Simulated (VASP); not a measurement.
# Se (Pm-3m) in VASP: notebook

The runs below take Se through single point, with LDA.

Everything below comes from runs of VASP 6.6.1. Logs are shortened: lines on timing, memory, paths and dates and some standing lists are left out, and cuts for length are marked.

## 1. The cell of the first run

The structure is cubic, space group Pm-3m (No. 221). The conventional cell has a = 2.769 Å, b = 2.769 Å, c = 2.769 Å, α = 90.00°, β = 90.00°, γ = 90.00°. Se (site symmetry m-3m) has 6 Se at 2.77 Å within 3.7 Å.

## 2. Single point, LDA

Contents of INCAR:

```
SYSTEM = Se
PREC = Accurate ; ENCUT = 520
EDIFF = 1E-6 ; ISMEAR = -1
SIGMA = 0.1 ; LREAL = .FALSE.
LASPH = .TRUE. ; NELM = 80
ALGO = Normal ; ISIF = 2
LWAVE = .FALSE. ; LCHARG = .FALSE.
GGA = CA ; NBANDS = 9
```

Contents of KPOINTS:

```
Automatic mesh
0
G
  11 11 11
  0 0 0
```

Contents of POSCAR:

```
Se
1.0
    2.7694729991      0.0000000000      0.0000000000
    0.0000000000      2.7694729991      0.0000000000
    0.0000000000      0.0000000000      2.7694729991
Se
1
Direct
    0.0000000000      0.0000000000      0.0000000000
```

Potentials or basis: VASP PAW LDA potentials, release 64 (Se).

The run is started by

```sh
$ cat potpaw_LDA.64/Se/POTCAR > POTCAR
$ mpirun -np 1 vasp_std > vasp.out
```

OUTCAR:

```text
SYSTEM = Se
   PREC = Accurate
   ENCUT = 520
   EDIFF = 1E-6
   ISMEAR = -1
   LREAL = .FALSE.
   LASPH = .TRUE.
   NELM = 80
   ISIF = 2
   GGA = CA

 ion  position               nearest neighbor table
   1  0.000  0.000  0.000-

  LATTYP: Found a simple cubic cell.
 ALAT       =     2.7694729991

  Lattice vectors:

 A1 = (   2.7694729991,   0.0000000000,   0.0000000000)
 A2 = (   0.0000000000,   2.7694729991,   0.0000000000)
 A3 = (   0.0000000000,   0.0000000000,   2.7694729991)

Analysis of symmetry for initial positions (statically):
=====================================================================
 Subroutine PRICEL returns:
 Original cell was already a primitive cell.

 Routine SETGRP: Setting up the symmetry group for a
 simple cubic supercell.

 Subroutine GETGRP returns: Found 48 space group operations
 (whereof 48 operations were pure point group operations)
 out of a pool of 48 trial point group operations.

The static configuration has the point symmetry O_h .

Analysis of symmetry for dynamics (positions and initial velocities):
=====================================================================
 Subroutine PRICEL returns:
 Original cell was already a primitive cell.

 Routine SETGRP: Setting up the symmetry group for a
 simple cubic supercell.

 Subroutine GETGRP returns: Found 48 space group operations
 (whereof 48 operations were pure point group operations)
 out of a pool of 48 trial point group operations.

The dynamic configuration has the point symmetry O_h .

 Subroutine INISYM returns: Found 48 space group operations
 (whereof 48 operations are pure point group operations),
 and found     1 'primitive' translations

----------------------------------------------------------------------------------------

                                     Primitive cell

  volume of cell :      21.2418

  direct lattice vectors                    reciprocal lattice vectors
     2.769472999  0.000000000  0.000000000     0.361079527  0.000000000  0.000000000
     0.000000000  2.769472999  0.000000000     0.000000000  0.361079527  0.000000000
     0.000000000  0.000000000  2.769472999     0.000000000  0.000000000  0.361079527

  length of vectors
     2.769472999  2.769472999  2.769472999     0.361079527  0.361079527  0.361079527

  position of ions in fractional coordinates (direct lattice)
     0.000000000  0.000000000  0.000000000

  ion indices of the primitive-cell ions
   primitive index   ion index
                 1           1

----------------------------------------------------------------------------------------

 KPOINTS: Automatic mesh

Automatic generation of k-mesh.
 Grid dimensions read from file:
 generate k-points for:   11   11   11

 Generating k-lattice:

  Cartesian coordinates                     Fractional coordinates (reciprocal lattice)
     0.032825412  0.000000000  0.000000000     0.090909091  0.000000000  0.000000000
     0.000000000  0.032825412  0.000000000     0.000000000  0.090909091  0.000000000
     0.000000000  0.000000000  0.032825412     0.000000000  0.000000000  0.090909091

  Length of vectors
     0.032825412  0.032825412  0.032825412

  Shift w.r.t. Gamma in fractional coordinates (k-lattice)
     0.000000000  0.000000000  0.000000000

 Subroutine IBZKPT returns following result:
 ===========================================

 Found     56 irreducible k-points:

 Following reciprocal coordinates:
            Coordinates               Weight
  0.000000  0.000000  0.000000      1.000000
  0.090909  0.000000  0.000000      6.000000
  0.181818  0.000000  0.000000      6.000000
  0.272727  0.000000  0.000000      6.000000
  0.363636  0.000000  0.000000      6.000000
  0.454545  0.000000  0.000000      6.000000
[... 16 lines left out ...]
  0.181818  0.090909  0.090909     24.000000
  0.272727  0.090909  0.090909     24.000000
 [... further k-points ...]
   k-points           NKPTS =     56   k-points in BZ     NKDIM =     56   number of bands    NBANDS=      9
   number of dos      NEDOS =    301   number of ions     NIONS =      1
   total plane-waves  NPLWV =  13824
   dimension x,y,z NGX =    24 NGY =   24 NGZ =   24
   dimension x,y,z NGXF=    48 NGYF=   48 NGZF=   48
   ions per type =               1
   NGX,Y,Z   is equivalent  to a cutoff of  14.41, 14.41, 14.41 a.u.
   NGXF,Y,Z  is equivalent  to a cutoff of  28.81, 28.81, 28.81 a.u.
 SYSTEM =  Se
   PREC   = accura    normal or accurate (medium, high low for compatibility)
   ISTART =      0    job   : 0-new  1-cont  2-samecut
   ICHARG =      2    charge: 1-file 2-atom 10-const
   ISPIN  =      1    spin polarized calculation?
   LNONCOLLINEAR =      F non collinear calculations
   LSORBIT =      F    spin-orbit coupling
   LASPH  =      T    aspherical Exc in radial PAW
   ENCUT  =  520.0 eV  38.22 Ry    6.18 a.u.   5.15  5.15  5.15*2*pi/ulx,y,z
   NELM   =     80;   NELMIN=  2; NELMDL= -5     # of ELM steps
   EDIFF  = 0.1E-05   stopping-criterion for ELM
   LREAL  =      F    real-space projection
   EDIFFG = 0.1E-04   stopping-criterion for IOM
   NSW    =      0    number of steps for IOM
   IBRION =     -1    ionic relax: 0-MD 1-quasi-New 2-CG
   NFREE  =      0    steps in history (QN), initial steepest desc. (CG)
   ISIF   =      2    stress and relaxation
   ISYM   =      2    0-nonsym 1-usesym 2-fastsym
   POTIM  = 0.5000    time-step for ionic-motion
   TEBEG  =    0.0;   TEEND  =   0.0 temperature during run
   PSTRESS=    0.0 pullay stress
   NELECT =       6.0000    total number of electrons
   NUPDOWN=      -1.0000    fix difference up-down
   EMIN   =  10.00;   EMAX   =-10.00  energy-range for DOS
   EFERMI =   0.00;   METHOD = LEGACY
   ISMEAR =    -1;   SIGMA  =   0.10  broadening in eV -4-tet -1-fermi 0-gaus
   EFERMI_NEDOS =   21; number of points for ismear=-14 and -15
   IALGO  =     38    algorithm
   IMIX   =      4    mixing-type and parameters
     AMIX     =   0.40;   BMIX     =  1.00
     AMIX_MAG =   1.60;   BMIX_MAG =  1.00
  volume/ion in A,a.u.               =      21.24       143.35
  Fermi-wavevector in a.u.,A,eV,Ry     =   1.074141  2.029833 15.698126  1.153780
  Thomas-Fermi vector in A             =   2.209961
   LORBIT       =      0    0 simple, 1 ext, 2 COOP (PROOUT), +10 PAW based schemes
   GGA     = CA    functional components
   LHFCALC =     F    Hartree Fock is set to
   AEXX    =    0.0000 exact exchange contribution
   IVDW    =     0    specifies the selected vdW correction
   LEPSILON=     F    determine dielectric tensor
   LRPA    =     F    only Hartree local field effects (RPA)
 non-spin polarized calculation
  energy-cutoff  :      520.00
  volume of cell :       21.24
 maximum number of plane-waves:       587
 NGX is ok and might be reduce to    24
   NGX = 11   NGY = 11   NGZ = 11

 number of electron       6.0000001 magnetization

 Free energy of the ion-electron system (eV)
  ---------------------------------------------------
  ext. energy  EPLUGINS =         0.00000000
  ---------------------------------------------------
  free energy    TOTEN  =        -4.08949528 eV

  energy without entropy =       -4.07480067  energy(sigma->0) =       -4.08214798

 E-fermi :   5.4882     XC(G=0): -10.4267

 val. band max:        5.4729995441   @ k =   0.4545   0.1818   0.1818
 cond. band min:       5.6753552682   @ k =   0.0909   0.0000   0.0000
 fundamental gap:      0.2023557241
 Fermi energy:         5.4882067394

 k-point     1 :       0.0000    0.0000    0.0000
  band No.  band energies     occupation
      1     -11.0928      2.00000
      2       6.9797      0.00000
      3       6.9797      0.00000
      4       6.9797      0.00000
      5      13.2051      0.00000
      6      13.2051      0.00000
      7      13.4917      0.00000
      8      28.3410      0.00000
      9      28.3410      0.00000

 k-point     2 :       0.0909    0.0000    0.0000
  band No.  band energies     occupation
      1     -10.9663      2.00000
      2       5.6754      0.26674
      3       7.0803      0.00000
      4       7.0803      0.00000
      5      13.3303      0.00000
      6      13.5390      0.00000
      7      14.8598      0.00000
      8      26.3453      0.00000
      9      26.3453      0.00000

 k-point     3 :       0.1818    0.0000    0.0000
  band No.  band energies     occupation
      1     -10.5980      2.00000
      2       3.3402      2.00000
      3       7.3654      0.00000
      4       7.3654      0.00000
      5      13.6957      0.00000
      6      13.9859      0.00000
      7      17.8396      0.00000
      8      23.8829      0.00000
      9      23.8829      0.00000

 k-point     4 :       0.2727    0.0000    0.0000
  band No.  band energies     occupation
      1     -10.0307      2.00000
      2       1.0815      2.00000
      3       7.7800      0.00000
      4       7.7800      0.00000
      5      14.2622      0.00000
      6      14.7153      0.00000
      7      20.3388      0.00000
      8      21.7638      0.00000
      9      21.7638      0.00000
[... 205 lines left out ...]
 k-point    22 :       0.0909    0.0909    0.0909
  band No.  band energies     occupation
      1     -10.7133      2.00000
      2       5.8610      0.04697
      3       5.8610      0.04697
      4       5.9564      0.01835
      5      15.0814      0.00000
      6      15.0814      0.00000
      7      15.1070      0.00000
      8      24.4194      0.00000
      9      24.7914      0.00000

 k-point    23 :       0.1818    0.0909    0.0909
  band No.  band energies     occupation
      1     -10.3453      2.00000
      2       3.5705      2.00000
      3       6.1620      0.00237
      4       6.2449      0.00103
      5      15.4115      0.00000
      6      15.4209      0.00000
      7      17.9167      0.00000
      8      22.2115      0.00000
      9      22.5219      0.00000

 k-point    24 :       0.2727    0.0909    0.0909
  band No.  band energies     occupation
      1      -9.7784      2.00000
      2       1.3195      2.00000
      3       6.6040      0.00003
      4       6.7184      0.00001
      5      15.8010      0.00000
      6      15.9378      0.00000
      7      19.1388      0.00000
      8      20.0090      0.00000
      9      22.7145      0.00000

 [... further k-points ...]

------------------------ aborting loop because EDIFF is reached ----------------------------------------

  FORCE on cell =-STRESS in cart. coord.  units (eV):
  Direction    XX          YY          ZZ          XY          YZ          ZX
  --------------------------------------------------------------------------------------
  -------------------------------------------------------------------------------------
  Total        0.0195166      0.0195166      0.0195166     -0.0000000     -0.0000000      0.0000000
  in kB        1.4720544      1.4720544      1.4720544     -0.0000000     -0.0000000      0.0000000
  external PRESSURE =       1.4720544 kB  Pullay stress =       0.0000000 kB

 VOLUME and BASIS-vectors are now :
 -----------------------------------------------------------------------------
  energy-cutoff  :      520.00
  volume of cell :       21.24
      direct lattice vectors                 reciprocal lattice vectors
     2.769472999  0.000000000  0.000000000     0.361079527  0.000000000  0.000000000
     0.000000000  2.769472999  0.000000000     0.000000000  0.361079527  0.000000000
     0.000000000  0.000000000  2.769472999     0.000000000  0.000000000  0.361079527

 POSITION                                       TOTAL-FORCE (eV/Angst)
 -----------------------------------------------------------------------------------
      0.00000      0.00000      0.00000         0.000000      0.000000      0.000000
 -----------------------------------------------------------------------------------
    total drift:                               -0.000000      0.000000      0.000000

  FREE ENERGIE OF THE ION-ELECTRON SYSTEM (eV)
  ---------------------------------------------------
  free  energy   TOTEN  =        -4.0894952805 eV

  energy  without entropy=       -4.0748006740  energy(sigma->0) =       -4.08214798
```

Run time: 3.7 s. Hardware: 1 thread of Intel Xeon Platinum 8488C (Sapphire Rapids), shared host; peak memory 0.13 GiB.

What came out:

* Free energy: -4.0895 eV
* Pressure: 0.1 GPa
* Band gap on the k mesh: zero (band 3 reaches 8.51 eV, above the bottom of band 4 at 2.05 eV)

Levels at points of the mesh, in eV from the Fermi level:
| k point | band 1 | band 2 | band 3 | band 4 | band 5 | band 6 |
| --- | --- | --- | --- | --- | --- | --- |
| (0.00, 0.00, 0.00) | -16.58 | 1.49 | 1.49 | 1.49 | 7.72 | 7.72 |

## 3. Single point, LDA (volume scaled by 0.88)

Contents of INCAR:

```
PREC = Accurate ; ENCUT = 520
EDIFF = 1E-7 ; ISMEAR = -1
SIGMA = 0.1 ; LREAL = False
LASPH = True ; NELM = 60
ALGO = Normal ; ISIF = 2
LWAVE = False ; LCHARG = False
NBANDS = 9
```

Contents of KPOINTS:

```
regular mesh
0
Gamma
  13 13 13
```

Contents of POSCAR:

```
Se
1.0
    2.6539415843      0.0000000000      0.0000000000
    0.0000000000      2.6539415843      0.0000000000
    0.0000000000      0.0000000000      2.6539415843
Se
1
Direct
    0.0000000000      0.0000000000      0.0000000000
```

Potentials or basis: VASP PAW LDA potentials, release 64 (Se).

The run is started by

```sh
$ cat potpaw_LDA.64/Se/POTCAR > POTCAR
$ mpirun -np 1 vasp_std > vasp.out
```

OUTCAR:

```text
PREC = Accurate
   ENCUT = 520
   EDIFF = 1E-7
   ISMEAR = -1
   LREAL = False
   LASPH = True
   NELM = 60
   ISIF = 2

 ion  position               nearest neighbor table
   1  0.000  0.000  0.000-

  LATTYP: Found a simple cubic cell.
 ALAT       =     2.6539415843

  Lattice vectors:

 A1 = (   2.6539415843,   0.0000000000,   0.0000000000)
 A2 = (   0.0000000000,   2.6539415843,   0.0000000000)
 A3 = (   0.0000000000,   0.0000000000,   2.6539415843)

[... 464 lines left out ...]
      8      24.9526      0.00000
      9      25.5305      0.00000

 [... further k-points ...]

------------------------ aborting loop because EDIFF is reached ----------------------------------------

  FORCE on cell =-STRESS in cart. coord.  units (eV):
  Direction    XX          YY          ZZ          XY          YZ          ZX
  --------------------------------------------------------------------------------------
  -------------------------------------------------------------------------------------
  Total        1.7411694      1.7411694      1.7411694     -0.0000000      0.0000000      0.0000000
  in kB      149.2373534    149.2373534    149.2373534     -0.0000000      0.0000000      0.0000000
  external PRESSURE =     149.2373534 kB  Pullay stress =       0.0000000 kB

 VOLUME and BASIS-vectors are now :
 -----------------------------------------------------------------------------
  energy-cutoff  :      520.00
  volume of cell :       18.69
      direct lattice vectors                 reciprocal lattice vectors
     2.653941584  0.000000000  0.000000000     0.376798045  0.000000000  0.000000000
     0.000000000  2.653941584  0.000000000     0.000000000  0.376798045  0.000000000
     0.000000000  0.000000000  2.653941584     0.000000000  0.000000000  0.376798045

 POSITION                                       TOTAL-FORCE (eV/Angst)
 -----------------------------------------------------------------------------------
      0.00000      0.00000      0.00000         0.000000      0.000000      0.000000
 -----------------------------------------------------------------------------------
    total drift:                               -0.000000     -0.000000      0.000000

  FREE ENERGIE OF THE ION-ELECTRON SYSTEM (eV)
  ---------------------------------------------------
  free  energy   TOTEN  =        -3.9824709547 eV

  energy  without entropy=       -3.9703847890  energy(sigma->0) =       -3.97642787
```

OSZICAR:

```text
N       E                     dE             d eps       ncg     rms          rms(c)
DAV:   1     0.836721894738E+01    0.83672E+01   -0.30364E+03  1528   0.581E+02
DAV:   2    -0.372973560850E+01   -0.12097E+02   -0.11516E+02  2054   0.765E+01
DAV:   3    -0.398930528963E+01   -0.25957E+00   -0.25664E+00  1801   0.102E+01
DAV:   4    -0.398971513573E+01   -0.40985E-03   -0.40982E-03  2109   0.468E-01
DAV:   5    -0.398971543626E+01   -0.30052E-06   -0.30049E-06  1835   0.106E-02    0.590E+00
DAV:   6    -0.398488652006E+01    0.48289E-02   -0.16480E-03  1676   0.208E-01    0.356E+00
DAV:   7    -0.398248524292E+01    0.24013E-02   -0.30098E-03  1619   0.292E-01    0.365E-02
DAV:   8    -0.398247040621E+01    0.14837E-04   -0.61435E-05  1661   0.497E-02    0.101E-02
DAV:   9    -0.398247099778E+01   -0.59158E-06   -0.45453E-06  1897   0.124E-02    0.355E-03
DAV:  10    -0.398247095466E+01    0.43125E-07   -0.46677E-07  1660   0.350E-03
   1 F= -.39824710E+01 E0= -.39764279E+01  d E =-.120862E-01
```

It took 5.3 s on 1 thread of Intel Xeon Platinum 8488C (Sapphire Rapids), shared host; peak memory 0.12 GiB.

Results:

* Free energy: -3.9825 eV
* Pressure: 14.9 GPa
* Band gap on the k mesh: zero (band 3 reaches 10.87 eV, above the bottom of band 4 at 3.30 eV)

Levels at points of the mesh, in eV from the Fermi level:
```csv
k point,band 1,band 2,band 3,band 4,band 5,band 6
"(0.00, 0.00, 0.00)",-18.01,1.59,1.59,1.59,7.37,7.37
```
